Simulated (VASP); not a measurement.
# Ti36H (a cell with a defect) in VASP: notebook

Ti36H (a cell with a defect) is run at these levels: PBE; tasks: single point.

Everything below comes from runs of VASP 6.6.1. Logs are shortened: lines on timing, memory, paths and dates and some standing lists are left out, and cuts for length are marked.

## Step 1: The cell of the first run

The cell holds a defect, 37 atoms: a = 8.818 Å, b = 8.818 Å, c = 9.297 Å, α = 90.00°, β = 90.00°, γ = 120.00°.

## Step 2: Single point, PBE

File INCAR:

```
SYSTEM = Ti36H
PREC     = Accurate       ! precision mode
ENCUT    = 520            ! plane-wave cutoff, eV
EDIFF    = 1E-6           ! SCF threshold, eV
ISMEAR   = 1              ! smearing method
SIGMA    = 0.1            ! smearing width, eV
LREAL    = Auto         
LASPH    = .True.         ! aspherical terms in the spheres
NELM     = 80             ! most SCF steps
ALGO     = Normal         ! electronic algorithm
ISIF     = 2              ! what is computed and relaxed
LWAVE    = .False.        ! write WAVECAR
LCHARG   = .False.        ! write CHGCAR
GGA      = PE             ! functional
NBANDS   = 240            ! bands
```

File KPOINTS:

```
regular mesh
0
Gamma
  1 1 1
  0 0 0
```

File POSCAR:

```
Ti36H
1.0
    8.8180724700      0.0000000900      0.0000000000
   -4.4090363100      7.6366747300      0.0000000000
    0.0000000000      0.0000000000      9.2970418600
Ti H
36 1
Direct
    0.1073794190      0.2201180553      0.1263683672
    0.2207107342      0.1073266846      0.3756929411
    0.1119523878      0.2217809518      0.6272922170
    0.2227361789      0.1106803694      0.8747219946
    0.1109196757      0.5559257321      0.1282217525
    0.2206968607      0.4465175093      0.3756683096
    0.1116232462      0.5546588194      0.6284211783
    0.2227209186      0.4433522573      0.8747525420
    0.1109704903      0.8879139455      0.1281943244
    0.2222019983      0.7776505076      0.3761159789
    0.1116479904      0.8885195756      0.6284427980
    0.2227154231      0.7769647379      0.8753794080
    0.4466384895      0.2202273921      0.1263320116
    0.5564008438      0.1107103523      0.3737645858
    0.4446727181      0.2216988440      0.6272989934
    0.5556718922      0.1103134518      0.8735232262
    0.4466898838      0.5592879245      0.1263715941
    0.5597818653      0.4464136643      0.3756954150
    0.4446167188      0.5544507406      0.6273059848
    0.5554916866      0.4433628601      0.8747130671
    0.4449103252      0.8888419633      0.1259267214
    0.5563969113      0.7787051512      0.3737726529
    0.4446399876      0.8880490789      0.6265986631
    0.5557055951      0.7766185100      0.8735438780
    0.7778553897      0.2217106254      0.1259114477
    0.8883541896      0.1106937181      0.3737906156
    0.7782440152      0.2217121967      0.6265848953
    0.8895507139      0.1103755168      0.8735226884
    0.7789170181      0.5558817260      0.1281978739
    0.8894101839      0.4447265387      0.3760590791
    0.7779718259      0.5547368560      0.6284255883
    0.8890967704      0.4433557850      0.8753611227
    0.7778820361      0.8889489431      0.1259052092
    0.8894796923      0.7777158423      0.3760469247
    0.7782704475      0.8880179096      0.6265859709
    0.8890764757      0.7769445642      0.8753919927
    0.3337172702      0.3333213814      0.2510444758
```

Potentials or basis: VASP PAW PBE potentials, release 64 (Ti_sv, H).

On the command line:

```sh
$ cat potpaw_PBE.64/Ti_sv/POTCAR potpaw_PBE.64/H/POTCAR > POTCAR
$ mpirun -np 1 vasp_gam > vasp.out
```

OUTCAR:

```text
SYSTEM = Ti36H
   PREC = Accurate
   ENCUT = 520
   EDIFF = 1E-6
   ISMEAR = 1
   LREAL = Auto
   LASPH = .True.
   NELM = 80
   ISIF = 2
   GGA = PE

 ion  position               nearest neighbor table
   1  0.107  0.220  0.126-  26 2.84  28 2.88   2 2.89   6 2.89   8 2.89   4 2.90  25 2.91  33 2.91

   2  0.221  0.107  0.376-   9 2.85  11 2.88  13 2.89   1 2.89   3 2.89  15 2.90  34 2.91  10 2.91

   3  0.112  0.222  0.627-  28 2.85   8 2.86   4 2.86   2 2.89   6 2.90  26 2.91
   4  0.223  0.111  0.875-  11 2.85   3 2.86  15 2.86  13 2.90   1 2.90   9 2.91
   5  0.111  0.556  0.128-   6 2.85  30 2.86  10 2.86  12 2.89  32 2.90   8 2.91
   6  0.221  0.447  0.376-   5 2.85   7 2.88  17 2.89   1 2.89  19 2.90   3 2.90  10 2.91  30 2.91
[... 36 lines left out ...]
  34  0.889  0.778  0.376-   9 2.86  29 2.86  35 2.88  33 2.88  11 2.90  31 2.90   2 2.91  18 2.91

  35  0.778  0.888  0.627-  28 2.86  24 2.86  36 2.87  34 2.88  22 2.90  26 2.90
  36  0.889  0.777  0.875-  31 2.86  11 2.86  35 2.87  33 2.89  29 2.89   9 2.90
  37  0.334  0.333  0.251-

  LATTYP: Found a hexagonal cell.
 ALAT       =     8.8180724700
 C/A-ratio  =     1.0543167899

  Lattice vectors:

 A1 = (   8.8180724700,   0.0000000900,   0.0000000000)
 A2 = (  -4.4090363100,   7.6366747300,   0.0000000000)
 A3 = (   0.0000000000,   0.0000000000,   9.2970418600)

Analysis of symmetry for initial positions (statically):
=====================================================================
 Subroutine PRICEL returns:
 Original cell was already a primitive cell.

 Routine SETGRP: Setting up the symmetry group for a
 hexagonal supercell.

 Subroutine GETGRP returns: Found  1 space group operations
 (whereof  1 operations were pure point group operations)
 out of a pool of 24 trial point group operations.

The static configuration has the point symmetry C_1 .

Analysis of symmetry for dynamics (positions and initial velocities):
=====================================================================
 Subroutine PRICEL returns:
 Original cell was already a primitive cell.

 Routine SETGRP: Setting up the symmetry group for a
 hexagonal supercell.

 Subroutine GETGRP returns: Found  1 space group operations
 (whereof  1 operations were pure point group operations)
 out of a pool of 24 trial point group operations.

The dynamic configuration has the point symmetry C_1 .

 Subroutine INISYM returns: Found  1 space group operations
 (whereof  1 operations are pure point group operations),
 and found     1 'primitive' translations

----------------------------------------------------------------------------------------

                                     Primitive cell

  volume of cell :     626.0698
[... 146 lines left out ...]
   NELECT =     433.0000    total number of electrons
   NUPDOWN=      -1.0000    fix difference up-down
   EMIN   =  10.00;   EMAX   =-10.00  energy-range for DOS
   EFERMI =   0.00;   METHOD = LEGACY
   ISMEAR =     1;   SIGMA  =   0.10  broadening in eV -4-tet -1-fermi 0-gaus
   EFERMI_NEDOS =   21; number of points for ismear=-14 and -15
   IALGO  =     38    algorithm
   IMIX   =      4    mixing-type and parameters
     AMIX     =   0.40;   BMIX     =  1.00
     AMIX_MAG =   1.60;   BMIX_MAG =  1.00
  volume/ion in A,a.u.               =      16.92       114.19
  Fermi-wavevector in a.u.,A,eV,Ry     =   1.447760  2.735870 28.517931  2.096009
  Thomas-Fermi vector in A             =   2.565678
   LORBIT       =      0    0 simple, 1 ext, 2 COOP (PROOUT), +10 PAW based schemes
   GGA     = PE    functional components
   LHFCALC =     F    Hartree Fock is set to
   AEXX    =    0.0000 exact exchange contribution
   IVDW    =     0    specifies the selected vdW correction
   LEPSILON=     F    determine dielectric tensor
   LRPA    =     F    only Hartree local field effects (RPA)
 non-spin polarized calculation
 Methfessel and Paxton  Order N= 1 SIGMA  =   0.10
  energy-cutoff  :      520.00
  volume of cell :      626.07
 maximum number of plane-waves:      8424
 NGX is ok and might be reduce to    70
   NGX = 33   NGY = 33   NGZ = 35

 number of electron     433.0000033 magnetization

 Free energy of the ion-electron system (eV)
  ---------------------------------------------------
  ext. energy  EPLUGINS =         0.00000000
  ---------------------------------------------------
  free energy    TOTEN  =      -287.20433088 eV

  energy without entropy =     -287.21525673  energy(sigma->0) =     -287.20797283

 E-fermi :   8.3839     XC(G=0): -11.5072

 val. band max:        8.3748878212   @ k =   0.0000   0.0000   0.0000
 cond. band min:       8.4898613841   @ k =   0.0000   0.0000   0.0000
 fundamental gap:      0.1149735628
 Fermi energy:         8.3839362607

 k-point     1 :       0.0000    0.0000    0.0000
  band No.  band energies     occupation
      1     -48.5023      2.00000
      2     -48.4408      2.00000
      3     -48.4386      2.00000
      4     -48.4384      2.00000
      5     -48.4346      2.00000
      6     -48.4141      2.00000
[... 220 lines left out ...]
    227       8.9077     -0.00000
    228       8.9084     -0.00000
 [bands above 228 left out]

------------------------ aborting loop because EDIFF is reached ----------------------------------------

  FORCE on cell =-STRESS in cart. coord.  units (eV):
  Direction    XX          YY          ZZ          XY          YZ          ZX
  --------------------------------------------------------------------------------------
  -------------------------------------------------------------------------------------
  Total       -2.1574916     -2.1442997     -6.6236337     -0.0151997     -0.0021400     -0.0125087
  in kB       -5.5212440     -5.4874846    -16.9505635     -0.0388976     -0.0054764     -0.0320111
  external PRESSURE =      -9.3197640 kB  Pullay stress =       0.0000000 kB

 VOLUME and BASIS-vectors are now :
 -----------------------------------------------------------------------------
  energy-cutoff  :      520.00
  volume of cell :      626.07
      direct lattice vectors                 reciprocal lattice vectors
     8.818072470  0.000000090  0.000000000     0.113403467  0.065473524  0.000000000
    -4.409036310  7.636674730  0.000000000    -0.000000001  0.130947046  0.000000000
     0.000000000  0.000000000  9.297041860     0.000000000  0.000000000  0.107561095

 POSITION                                       TOTAL-FORCE (eV/Angst)
 -----------------------------------------------------------------------------------
     -0.02363      1.68097      1.17485         0.001278     -0.004866     -0.005241
      1.47304      0.81962      3.49283         0.002017     -0.006340     -0.000434
      0.00936      1.69367      5.83196         0.001020      0.009329     -0.011108
      1.47611      0.84523      8.13233         0.007830      0.012742      0.002362
     -1.47300      4.24542      1.19208        -0.011957     -0.007561      0.000096
     -0.02259      3.40991      3.49260        -0.010464     -0.004326      0.004233
[... 29 lines left out ...]
      4.41436      5.93327      8.13856        -0.004625     -0.001676     -0.000567
      1.47312      2.54547      2.33397        -0.001660      0.000868     -0.000474
 -----------------------------------------------------------------------------------
    total drift:                               -0.027931     -0.024172     -0.014434

  FREE ENERGIE OF THE ION-ELECTRON SYSTEM (eV)
  ---------------------------------------------------
  free  energy   TOTEN  =      -287.2043308833 eV

  energy  without entropy=     -287.2152567277  energy(sigma->0) =     -287.20797283
```

stdout:

```text
POSCAR found type information on POSCAR TiH
 POSCAR found :  2 types and      37 ions
 scaLAPACK will be used
 LDA part: xc-table for (Slater+PW92), standard interpolation
 POSCAR, INCAR and KPOINTS ok, starting setup
 FFT: planning ... GRIDC
 FFT: planning ... GRID_SOFT
 FFT: planning ... GRID
 WAVECAR not read
 entering main loop
```

It took 7.4 min on 1 thread of Intel Xeon Platinum 8488C (Sapphire Rapids), shared host; peak memory 0.7 GiB.

Results:

```
Free energy            : -287.2043 eV
Pressure               : -0.9 GPa
Largest force          : 0.019 eV/Å
Band gap on the k mesh : zero (an odd number of electrons rules out a gap without spin polarisation)
```

Forces in eV/Å, atoms in the order of the input:
```
Ti   0.001 -0.005 -0.005
Ti   0.002 -0.006  0.000
Ti   0.001  0.009 -0.011
Ti   0.008  0.013  0.002
Ti  -0.012 -0.008  0.000
Ti  -0.010 -0.004  0.004
Ti  -0.005 -0.015  0.000
Ti   0.011 -0.007  0.007
Ti   0.010 -0.005  0.004
Ti   0.000  0.001 -0.010
Ti   0.016 -0.008 -0.001
Ti  -0.011  0.013 -0.005
Ti  -0.001 -0.010  0.000
Ti  -0.005 -0.003  0.003
Ti  -0.007  0.000  0.001
Ti  -0.002  0.001  0.008
Ti   0.003  0.005 -0.009
Ti   0.008 -0.001  0.003
Ti   0.004 -0.004 -0.001
Ti  -0.001  0.004  0.008
Ti   0.005  0.008  0.004
Ti   0.002  0.011 -0.002
Ti   0.000  0.005 -0.003
Ti   0.006 -0.010  0.010
Ti   0.004 -0.005  0.001
Ti  -0.003  0.003 -0.003
Ti   0.005  0.001  0.004
Ti  -0.014  0.011 -0.006
Ti   0.013  0.002  0.000
Ti  -0.008  0.005 -0.003
Ti   0.002 -0.001 -0.011
Ti  -0.002  0.001  0.002
Ti  -0.002 -0.001  0.012
Ti  -0.001 -0.011 -0.004
Ti  -0.010  0.010  0.003
Ti  -0.005 -0.002 -0.001
H   -0.002  0.001  0.000
```

Caveat: the k points lie up to 0.82 Å⁻¹ apart, too coarse for converged energies and pressures of a metal.

[end of part 1 of 2]

The gap in the log of VASP goes by the Fermi energy; the results here count the filled bands.